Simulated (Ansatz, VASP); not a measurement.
# Two plane-wave programs on MgO2

Contents of POSCAR:

```
MgO2
1.0
    1.6448800414      0.9496719347      3.4939788749
   -1.6448800414      0.9496719347      3.4939788749
    0.0000000000     -1.8993438694      3.4939788749
Mg O
1 2
Direct
    0.0000000000      0.0000000000      0.0000000000
    0.4287860000      0.4287860000      0.4287860000
    0.5712140000      0.5712140000      0.5712140000
```

INCAR.step1

```
SYSTEM = MgO2
PREC = Accurate ; ENCUT = 520
ISMEAR = 0 ; SIGMA = 0.05
LREAL = .FALSE. ; LASPH = .TRUE.
NELM = 60 ; NBANDS = 14
GGA = PE ; ALGO = Normal
EDIFF = 1E-4 ; LWAVE = .TRUE.
LCHARG = .FALSE.
```

INCAR.step2

```
SYSTEM = MgO2
PREC = Accurate ; ENCUT = 520
EDIFF = 1E-6 ; ISMEAR = 0
SIGMA = 0.05 ; LREAL = .FALSE.
LASPH = .TRUE. ; NELM = 60
ALGO = Normal ; ISIF = 2
LWAVE = .FALSE. ; LCHARG = .FALSE.
METAGGA = R2SCAN ; LMIXTAU = .TRUE.
NBANDS = 14 ; ISTART = 1
```

Contents of KPOINTS:

```
Automatic mesh
0
G
  12 12 12
  0 0 0
```

Input for Ansatz:

```yaml
crystal:
  lattice:
    - [1.6448800414, 0.9496719347, 3.4939788749]
    - [-1.6448800414, 0.9496719347, 3.4939788749]
    - [0.0, -1.8993438694, 3.4939788749]
  atoms:
    - { symbol: Mg, position: [0.0, 0.0, 0.0] }
    - { symbol: O, position: [0.428786, 0.428786, 0.428786] }
    - { symbol: O, position: [0.571214, 0.571214, 0.571214] }
basis:
  ecutwfc: 500
kpoints:
  mp_grid: { grid: [12, 12, 12] }
hamiltonian:
  xc: r2scan
scf:
  occupations: { method: gaussian, width: 0.05 }
output:
  forces: true
  stress: true
  eigenvalues: true
  write_density: true
  write_potential: true
  elf: true
  volumetric_format: npy
```

Change from the starting cell: strain +0.025 along x and y, +0.000 along z, atoms carried along.

Alike in both runs: task single point; functional r2SCAN; k mesh 12 × 12 × 12; occupations gaussian, width 0.05 eV; no spin polarisation.

```csv
,VASP,Ansatz
version,VASP 6.6.1,Ansatz 0.2.0
potentials or method,"VASP PAW PBE potentials, release 64 (Mg, O), cutoff 520 eV","scalar-relativistic, plane waves, PAW"
valence electrons in the cell,14,22
```

|  | VASP | Ansatz | Ansatz less VASP |
| --- | --- | --- | --- |
| gap on the k mesh at the Fermi level (eV) | 2.97 | 3.00 | +0.032 |
| least direct gap on the mesh (eV) | 2.97 | 3.00 | +0.032 |
| pressure (GPa) | -10.0 | -9.7 | +0.33 |
| traceless stress, the component that is largest in VASP (GPa) | 4.08 | 2.66 | -1.419 |
| rms of the force components (eV/Å) | 0.155 | 0.030 | -0.1253 |

VASP's potentials were made for PBE, not for r2SCAN. Atom by atom the forces differ by 0.125 eV/Å (rms over components). VASP's potentials hold 14 valence electrons a cell and Ansatz's 22, so a difference there can come from the potentials and not from the codes.
